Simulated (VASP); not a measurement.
# C (Fm-3m) in VASP: further runs

Runs on C. Level: PBE. Tasks: single point, relaxation of cell and atoms.

Program: VASP 6.6.1. These are calculated values, not measurements. Logs are shortened: lines on timing, memory, paths and dates and some standing lists are left out, and cuts for length are marked.

### Step 1. The cell of the first run

It takes space group Fm-3m (No. 225, cubic). Conventional cell: a = 4.012 Å, b = 4.012 Å, c = 4.012 Å, α = 90.00°, β = 90.00°, γ = 90.00°. C (site symmetry -43m) has 10 C at 1.74 to 2.01 Å within 2.3 Å. C (site symmetry m-3m) has 8 C at 1.74 Å within 2.3 Å.

### Step 2. Single point, PBE

Input file INCAR:

```
PREC = Accurate
ENCUT = 600
EDIFF = 1E-6
ISMEAR = 0
SIGMA = 0.1
LREAL = False
LASPH = True
NELM = 120
ALGO = Normal
ISIF = 2
LWAVE = False
LCHARG = True
GGA = PE
LELF = True
LVHAR = True
NBANDS = 13
GGA_COMPAT = False
```

Input file KPOINTS:

```
Automatic mesh
0
Gamma
  8 8 8
```

Input file POSCAR:

```
C
1.0
    0.0000000000      2.0057577500      2.0057577500
    2.0057577500      0.0000000000      2.0057577500
    2.0057577500      2.0057577500      0.0000000000
C
3
Direct
    0.2500000000      0.2500000000      0.2500000000
    0.7500000000      0.7500000000      0.7500000000
    0.0000000000      0.0000000000      0.0000000000
```

Potentials or basis: VASP PAW PBE potentials, release 64 (C).

Launch:

```
$ cat potpaw_PBE.64/C/POTCAR > POTCAR
$ mpirun -np 1 vasp_std > vasp.out
```

OUTCAR:

```text
PREC = Accurate
   ENCUT = 600
   EDIFF = 1E-6
   ISMEAR = 0
   LREAL = False
   LASPH = True
   NELM = 120
   ISIF = 2
   GGA = PE

 ion  position               nearest neighbor table
   1  0.250  0.250  0.250-   3 1.74   3 1.74   3 1.74   3 1.74   2 2.01   2 2.01   2 2.01   2 2.01
                             2 2.01   2 2.01
   2  0.750  0.750  0.750-   3 1.74   3 1.74   3 1.74   3 1.74   1 2.01   1 2.01   1 2.01   1 2.01
                             1 2.01   1 2.01
   3  0.000  0.000  0.000-   2 1.74   2 1.74   2 1.74   1 1.74   2 1.74   1 1.74   1 1.74   1 1.74

  LATTYP: Found a face centered cubic cell.
 ALAT       =     4.0115155000

  Lattice vectors:

 A1 = (   0.0000000000,   2.0057577500,   2.0057577500)
 A2 = (   2.0057577500,   0.0000000000,   2.0057577500)
 A3 = (   2.0057577500,   2.0057577500,   0.0000000000)

Analysis of symmetry for initial positions (statically):
=====================================================================
 Subroutine PRICEL returns:
 Original cell was already a primitive cell.

 Routine SETGRP: Setting up the symmetry group for a
 face centered cubic supercell.

 Subroutine GETGRP returns: Found 48 space group operations
 (whereof 48 operations were pure point group operations)
 out of a pool of 48 trial point group operations.

The static configuration has the point symmetry O_h .

Analysis of symmetry for dynamics (positions and initial velocities):
=====================================================================
 Subroutine PRICEL returns:
 Original cell was already a primitive cell.

 Routine SETGRP: Setting up the symmetry group for a
 face centered cubic supercell.

 Subroutine GETGRP returns: Found 48 space group operations
 (whereof 48 operations were pure point group operations)
 out of a pool of 48 trial point group operations.

The dynamic configuration has the point symmetry O_h .

 Subroutine INISYM returns: Found 48 space group operations
 (whereof 48 operations are pure point group operations),
 and found     1 'primitive' translations

----------------------------------------------------------------------------------------

                                     Primitive cell

  volume of cell :      16.1386

  direct lattice vectors                    reciprocal lattice vectors
     0.000000000  2.005757750  2.005757750    -0.249282347  0.249282347  0.249282347
     2.005757750  0.000000000  2.005757750     0.249282347 -0.249282347  0.249282347
     2.005757750  2.005757750  0.000000000     0.249282347  0.249282347 -0.249282347

  length of vectors
     2.836569813  2.836569813  2.836569813     0.431769691  0.431769691  0.431769691

  position of ions in fractional coordinates (direct lattice)
     0.250000000  0.250000000  0.250000000
     0.750000000  0.750000000  0.750000000
     0.000000000  0.000000000  0.000000000

  ion indices of the primitive-cell ions
   primitive index   ion index
                 1           1
                 2           2
                 3           3

----------------------------------------------------------------------------------------

 KPOINTS: Automatic mesh

Automatic generation of k-mesh.
 Grid dimensions read from file:
 generate k-points for:    8    8    8

 Generating k-lattice:

  Cartesian coordinates                     Fractional coordinates (reciprocal lattice)
    -0.031160293  0.031160293  0.031160293     0.125000000  0.000000000  0.000000000
     0.031160293 -0.031160293  0.031160293     0.000000000  0.125000000  0.000000000
     0.031160293  0.031160293 -0.031160293     0.000000000  0.000000000  0.125000000

  Length of vectors
     0.053971211  0.053971211  0.053971211

  Shift w.r.t. Gamma in fractional coordinates (k-lattice)
     0.000000000  0.000000000  0.000000000

 Subroutine IBZKPT returns following result:
 ===========================================

 Found     29 irreducible k-points:

 Following reciprocal coordinates:
            Coordinates               Weight
  0.000000  0.000000  0.000000      1.000000
  0.125000  0.000000  0.000000      8.000000
  0.250000  0.000000  0.000000      8.000000
  0.375000  0.000000  0.000000      8.000000
  0.500000  0.000000  0.000000      4.000000
  0.125000  0.125000  0.000000      6.000000
[... 16 lines left out ...]
  0.500000  0.250000  0.125000     48.000000
 -0.375000  0.250000  0.125000     24.000000
 [... further k-points ...]
   k-points           NKPTS =     29   k-points in BZ     NKDIM =     29   number of bands    NBANDS=     13
   number of dos      NEDOS =    301   number of ions     NIONS =      3
   total plane-waves  NPLWV =  13824
   dimension x,y,z NGX =    24 NGY =   24 NGZ =   24
   dimension x,y,z NGXF=    48 NGYF=   48 NGZF=   48
   ions per type =               3
   NGX,Y,Z   is equivalent  to a cutoff of  14.07, 14.07, 14.07 a.u.
   NGXF,Y,Z  is equivalent  to a cutoff of  28.13, 28.13, 28.13 a.u.
 SYSTEM =  unknown system
   PREC   = accura    normal or accurate (medium, high low for compatibility)
   ISTART =      0    job   : 0-new  1-cont  2-samecut
   ICHARG =      2    charge: 1-file 2-atom 10-const
   ISPIN  =      1    spin polarized calculation?
   LNONCOLLINEAR =      F non collinear calculations
   LSORBIT =      F    spin-orbit coupling
   LASPH  =      T    aspherical Exc in radial PAW
   ENCUT  =  600.0 eV  44.10 Ry    6.64 a.u.   5.67  5.67  5.67*2*pi/ulx,y,z
   NELM   =    120;   NELMIN=  2; NELMDL= -5     # of ELM steps
   EDIFF  = 0.1E-05   stopping-criterion for ELM
   LREAL  =      F    real-space projection
   EDIFFG = 0.1E-04   stopping-criterion for IOM
   NSW    =      0    number of steps for IOM
   IBRION =     -1    ionic relax: 0-MD 1-quasi-New 2-CG
   NFREE  =      0    steps in history (QN), initial steepest desc. (CG)
   ISIF   =      2    stress and relaxation
   ISYM   =      2    0-nonsym 1-usesym 2-fastsym
   POTIM  = 0.5000    time-step for ionic-motion
   TEBEG  =    0.0;   TEEND  =   0.0 temperature during run
   PSTRESS=    0.0 pullay stress
   NELECT =      12.0000    total number of electrons
   NUPDOWN=      -1.0000    fix difference up-down
   EMIN   =  10.00;   EMAX   =-10.00  energy-range for DOS
   EFERMI =   0.00;   METHOD = LEGACY
   ISMEAR =     0;   SIGMA  =   0.10  broadening in eV -4-tet -1-fermi 0-gaus
   EFERMI_NEDOS =   21; number of points for ismear=-14 and -15
   IALGO  =     38    algorithm
   IMIX   =      4    mixing-type and parameters
     AMIX     =   0.40;   BMIX     =  1.00
     AMIX_MAG =   1.60;   BMIX_MAG =  1.00
  volume/ion in A,a.u.               =       5.38        36.30
  Fermi-wavevector in a.u.,A,eV,Ry     =   1.483133  2.802715 29.928511  2.199684
  Thomas-Fermi vector in A             =   2.596833
   LORBIT       =      0    0 simple, 1 ext, 2 COOP (PROOUT), +10 PAW based schemes
   GGA     = PE    functional components
   LHFCALC =     F    Hartree Fock is set to
   AEXX    =    0.0000 exact exchange contribution
   IVDW    =     0    specifies the selected vdW correction
   LEPSILON=     F    determine dielectric tensor
   LRPA    =     F    only Hartree local field effects (RPA)
 non-spin polarized calculation
 Gauss-broadening in eV      SIGMA  =   0.10
  energy-cutoff  :      600.00
  volume of cell :       16.14
 maximum number of plane-waves:       553
   NGX = 11   NGY = 11   NGZ = 11

 number of electron      12.0000000 magnetization

 Free energy of the ion-electron system (eV)
  ---------------------------------------------------
  ext. energy  EPLUGINS =         0.00000000
  ---------------------------------------------------
  free energy    TOTEN  =       -15.33245311 eV

  energy without entropy =      -15.33027561  energy(sigma->0) =      -15.33136436

 E-fermi :  12.5987     XC(G=0): -13.8889

 val. band max:       12.5514014506   @ k =   0.2500   0.1250   0.0000
 cond. band min:      12.7993358727   @ k =   0.3750   0.2500   0.0000
 fundamental gap:      0.2479344221
 Fermi energy:        12.5987117995

 k-point     1 :       0.0000    0.0000    0.0000
  band No.  band energies     occupation
      1     -11.6116      2.00000
      2       8.2798      2.00000
      3       8.2798      2.00000
      4       8.2798      2.00000
      5       8.6582      2.00000
      6       8.6582      2.00000
      7       8.6582      2.00000
      8      11.9192      2.00000
      9      16.2821      0.00000
     10      18.3711      0.00000
     11      18.3711      0.00000
     12      18.3711      0.00000
     13      28.3808      0.00000

 k-point     2 :       0.1250    0.0000    0.0000
  band No.  band energies     occupation
      1     -11.2624      2.00000
      2       4.7056      2.00000
      3       7.0491      2.00000
      4       7.0491      2.00000
      5       9.8944      2.00000
      6       9.8944      2.00000
      7      10.0245      2.00000
      8      13.2698      0.00000
      9      16.8571      0.00000
     10      18.0730      0.00000
     11      18.0730      0.00000
     12      18.8705      0.00000
     13      29.8672      0.00000

 k-point     3 :       0.2500    0.0000    0.0000
  band No.  band energies     occupation
      1     -10.2225      2.00000
      2       0.7526      2.00000
      3       6.0182      2.00000
      4       6.0182      2.00000
      5       9.9982      2.00000
      6      10.5291      2.00000
      7      10.5291      2.00000
      8      14.5467      0.00000
      9      17.8805      0.00000
     10      18.4271      0.00000
     11      18.4271      0.00000
     12      21.0905      0.00000
     13      30.4696      0.00000
[... 305 lines left out ...]
 k-point    23 :       0.5000    0.2500    0.1250
  band No.  band energies     occupation
      1      -7.6293      2.00000
      2      -1.9974      2.00000
      3       1.1219      2.00000
      4       3.3645      2.00000
      5       9.5638      2.00000
      6      11.3125      2.00000
      7      14.6612      0.00000
      8      15.7456      0.00000
      9      17.4858      0.00000
     10      20.3145      0.00000
     11      21.4795      0.00000
     12      23.0377      0.00000
     13      28.1653      0.00000

 k-point    24 :      -0.3750    0.2500    0.1250
  band No.  band energies     occupation
      1      -5.9540      2.00000
      2      -4.2662      2.00000
      3       1.1485      2.00000
      4       2.7475      2.00000
      5      10.3192      2.00000
      6      10.5306      2.00000
      7      14.8498      0.00000
      8      17.6093      0.00000
      9      17.9748      0.00000
     10      18.9779      0.00000
     11      22.0326      0.00000
     12      22.7260      0.00000
     13      28.3872      0.00000

 [... further k-points ...]
[... 5 lines left out ...]
  --------------------------------------------------------------------------------------
  -------------------------------------------------------------------------------------
  Total        6.9234093      6.9234093      6.9234093     -0.0000000      0.0000000      0.0000000
  in kB      687.3297704    687.3297704    687.3297704     -0.0000000      0.0000000      0.0000000
  external PRESSURE =     687.3297704 kB  Pullay stress =       0.0000000 kB

 VOLUME and BASIS-vectors are now :
 -----------------------------------------------------------------------------
  energy-cutoff  :      600.00
  volume of cell :       16.14
      direct lattice vectors                 reciprocal lattice vectors
     0.000000000  2.005757750  2.005757750    -0.249282347  0.249282347  0.249282347
     2.005757750  0.000000000  2.005757750     0.249282347 -0.249282347  0.249282347
     2.005757750  2.005757750  0.000000000     0.249282347  0.249282347 -0.249282347

 POSITION                                       TOTAL-FORCE (eV/Angst)
 -----------------------------------------------------------------------------------
      1.00288      1.00288      1.00288        -0.000000     -0.000000      0.000000
      3.00864      3.00864      3.00864         0.000000      0.000000     -0.000000
      0.00000      0.00000      0.00000         0.000000      0.000000     -0.000000
 -----------------------------------------------------------------------------------
    total drift:                                0.000000      0.000000      0.000000

  FREE ENERGIE OF THE ION-ELECTRON SYSTEM (eV)
  ---------------------------------------------------
  free  energy   TOTEN  =       -15.3324531121 eV

  energy  without entropy=      -15.3302756075  energy(sigma->0) =      -15.33136436
```

Run time: 2.8 s. Hardware: 1 thread of Intel Xeon 6975P-C (Granite Rapids), shared host; peak memory 0.12 GiB.

Results:

```
Free energy            : -15.3325 eV
Pressure               : 68.7 GPa
Band gap on the k mesh : zero (band 6 reaches 14.50 eV, above the bottom of band 7 at 8.66 eV)
```

### Step 3. Single point, PBE

This run uses another cell than the first one, of 6.78 Å³/atom, 1.260 times its volume.

Input file INCAR:

```
PREC = Accurate ; ENCUT = 600
EDIFF = 1E-6 ; ISMEAR = 0
SIGMA = 0.1 ; LREAL = F
LASPH = T ; NELM = 120
ALGO = Normal ; ISIF = 2
LWAVE = F ; LCHARG = T
GGA = PE ; LELF = T
LVHAR = T ; NBANDS = 13
GGA_COMPAT = F
```

KPOINTS is that of step 2.

Input file POSCAR:

```
C
1.0
    0.0000000000      2.1662631933      2.1662631933
    2.1662631933      0.0000000000      2.1662631933
    2.1662631933      2.1662631933      0.0000000000
C
3
Direct
    0.2500000000      0.2500000000      0.2500000000
    0.7500000000      0.7500000000      0.7500000000
    0.0000000000      0.0000000000      0.0000000000
```

Potentials or basis: VASP PAW PBE potentials, release 64 (C).

Launch:

```
$ cat potpaw_PBE.64/C/POTCAR > POTCAR
$ mpirun -np 1 vasp_std > vasp.out
```

Wall time 3.2 s (1 thread of Intel Xeon 6975P-C (Granite Rapids), shared host); peak memory 0.13 GiB.

Results (log left out):

- Free energy: -16.0779 eV
- Pressure: 0.0 GPa
- Band gap on the k mesh: zero (band 6 reaches 10.48 eV, above the bottom of band 7 at 6.03 eV)

Levels at points of the mesh, in eV from the Fermi level:
```
           k point  band 2  band 3  band 4  band 5  band 6  band 7  band 8  band 9  band 10  band 11
(0.00, 0.00, 0.00)   -3.32   -3.32   -3.32   -3.11   -3.11   -3.11   -2.84    0.81     5.01     5.01
(0.50, 0.00, 0.00)  -15.03   -5.88   -5.88   -4.04   -1.73   -1.73    0.87    6.21     6.89     6.89
(0.50, 0.50, 0.00)  -14.58   -9.02   -9.02   -8.12   -1.56    4.59    4.59    6.23     6.77     7.48
```

### Step 4. Single point, PBE, collinear spin, ferromagnetic start

This run uses another cell than the first one, of 6.78 Å³/atom, 1.260 times its volume.

Input file INCAR:

```
  PREC = Accurate
  ENCUT = 600
  EDIFF = 1E-6
  ISMEAR = 0
  SIGMA = 0.1
  LREAL = False
  LASPH = True
  NELM = 200
  ALGO = Normal
  ISIF = 2
  LWAVE = False
  LCHARG = True
  ISPIN = 2
  MAGMOM = 1 1 1
  LORBIT = 11
  GGA = PE
  LELF = True
  LVHAR = True
  NBANDS = 17
  GGA_COMPAT = False
```

Input file KPOINTS:

```
regular mesh
0
Gamma
  6 6 6
```

POSCAR is that of step 3.

Launch:

```
$ cat potpaw_PBE.64/C/POTCAR > POTCAR
$ mpirun -np 1 vasp_std > vasp.out
```

Wall time 5.7 s (1 thread of Intel Xeon 6975P-C (Granite Rapids), shared host); peak memory 0.14 GiB.

It converged, with:

```yaml
Free_energy: -15.9459 eV
Pressure: 5.3 GPa
Band_gap_on_the_k_mesh: zero (filled and empty bands overlap)
Net_moment: 0.00 μB per cell
Valence_electrons_inside_the_program's_atomic_spheres: C 2.19, 2.14
```

Levels at points of the mesh, in eV from the Fermi level:
Spin up:
```tsv
k point	band 2	band 3	band 4	band 5	band 6	band 7	band 8	band 9	band 10	band 11
(0.00, 0.00, 0.00)	-3.15	-3.15	-3.15	-2.94	-2.94	-2.94	-2.66	0.98	5.18	5.18
(0.50, 0.00, 0.00)	-14.87	-5.72	-5.72	-3.87	-1.56	-1.56	1.04	6.39	7.06	7.06
(0.50, 0.50, 0.00)	-14.42	-8.86	-8.86	-7.95	-1.40	4.76	4.76	6.41	6.95	7.65
```
Spin down:
```tsv
k point	band 3	band 4	band 5	band 6	band 7	band 8	band 9	band 10
(0.00, 0.00, 0.00)	-3.15	-3.15	-2.94	-2.94	-2.94	-2.66	0.98	5.18
(0.50, 0.00, 0.00)	-5.72	-5.72	-3.87	-1.56	-1.56	1.04	6.39	7.06
(0.50, 0.50, 0.00)	-8.86	-8.86	-7.95	-1.40	4.76	4.76	6.41	6.95
```

Caveat: the k points lie up to 0.42 Å⁻¹ apart.

### Step 5. Relaxation of cell and atoms, PBE

Input file INCAR:

```
SYSTEM = C
PREC     = Accurate       ! precision mode
ENCUT    = 600            ! plane-wave cutoff, eV
EDIFF    = 1E-7           ! SCF threshold, eV
ISMEAR   = 0              ! smearing method
SIGMA    = 0.1            ! smearing width, eV
LREAL    = .FALSE.        ! projectors in reciprocal space
LASPH    = .TRUE.         ! aspherical terms in the spheres
NELM     = 120            ! most SCF steps
ALGO     = Normal         ! electronic algorithm
ISIF     = 3              ! what is computed and relaxed
LWAVE    = .FALSE.        ! write WAVECAR
LCHARG   = .FALSE.        ! write CHGCAR
GGA      = PE             ! functional
IBRION   = 2              ! ionic algorithm
NSW      = 90             ! ionic steps
EDIFFG   = -0.04          ! ionic threshold
GGA_COMPAT= .FALSE.      
NELMIN   = 4
```

Input file KPOINTS:

```
Automatic mesh
0
G
  8 8 8
  0 0 0
```

Input file POSCAR:

```
C
1.0
    0.0000000000      2.0057577500      2.0057577500
    2.0057577500      0.0000000000      2.0057577500
    2.0057577500      2.0057577500      0.0000000000
C
3
Direct
    0.2500000000      0.2500000000      0.2500000000
    0.7500000000      0.7500000000      0.7500000000
    0.0000000000      0.0000000000      0.0000000000
```

Launch:

```
$ cat potpaw_PBE.64/C/POTCAR > POTCAR
$ mpirun -np 1 vasp_std > vasp.out
```

Wall time 5.8 s (1 thread of Intel Xeon 6975P-C (Granite Rapids), shared host); peak memory 0.12 GiB.

The run converged. Its results:

| Item | Value |
| --- | --- |
| Free energy | -16.0714 eV |
| Relaxed volume | 6.76 Å³/atom |
| Relaxed cell | a = 3.061 Å, b = 3.061 Å, c = 3.061 Å, α = 60.00°, β = 60.00°, γ = 60.00° |
| Space group after relaxing (to 0.05 Å) | Fm-3m (No. 225) |
| Energy gained by relaxing | 246.3 meV/atom |
| Ionic steps | 3 |
| Pressure after relaxing | 0.8 GPa |
| Band gap on the k mesh | zero (band 6 reaches 10.52 eV, above the bottom of band 7 at 6.06 eV) |

The path:
| step | energy change (eV) | largest force (eV/Å) | pressure (GPa) | volume (Å³) |
| --- | --- | --- | --- | --- |
| 1 | 0.0000 | 0.0000 | 68.73 | 16.14 |
| 2 | -0.6585 | 0.0000 | -13.03 | 22.15 |
| 3 | -0.7389 | 0.0000 | 0.76 | 20.28 |

Final structure:
```
C
1.0
     0.00000    2.16432    2.16432
     2.16432    0.00000    2.16432
     2.16432    2.16432    0.00000
C
3
Direct
  0.25000 0.25000 0.25000
  0.75000 0.75000 0.75000
  0.00000 0.00000 0.00000
```

Levels at points of the mesh, in eV from the Fermi level:
```csv
k point,band 2,band 3,band 4,band 5,band 6,band 7,band 8,band 9,band 10
"(0.00, 0.00, 0.00)",-3.33,-3.33,-3.33,-3.12,-3.12,-3.12,-2.81,0.84,5.02
"(0.50, 0.00, 0.00)",-15.06,-5.90,-5.90,-4.02,-1.73,-1.73,0.88,6.24,6.91
"(0.50, 0.50, 0.00)",-14.60,-9.04,-9.04,-8.12,-1.56,4.60,4.60,6.25,6.81
```

Caveat: the volume moved by over 15 % at a fixed basis, so the end points are rough.

### Step 6. The runs side by side

| task | spin | cell | k mesh | gap on the mesh (eV) | pressure (GPa) |
| --- | --- | --- | --- | --- | --- |
| single point | off | a = 2.837 Å, angles 60.0°, 3 atoms | 8 × 8 × 8 | none | 68.7 |
| single point | off | a = 3.064 Å, angles 60.0°, 3 atoms | 8 × 8 × 8 | none | 0.0 |
| single point | collinear, ferromagnetic start | a = 3.064 Å, angles 60.0°, 3 atoms | 6 × 6 × 6 | none | 5.3 |
| relaxation of cell and atoms | off | relaxed from a = 2.837 Å, angles 60.0°, 3 atoms | 8 × 8 × 8 | none | 0.8 |

Alike in all rows: level PBE; potentials or basis VASP PAW PBE potentials, release 64 (C); cutoff (eV) 600; smearing gaussian 0.1 eV.

Caveats: some runs use coarse meshes; the volume moved by over 15 % at a fixed basis, so the end points are rough (some runs).

Absolute energies hang on the potentials; compare differences alone.
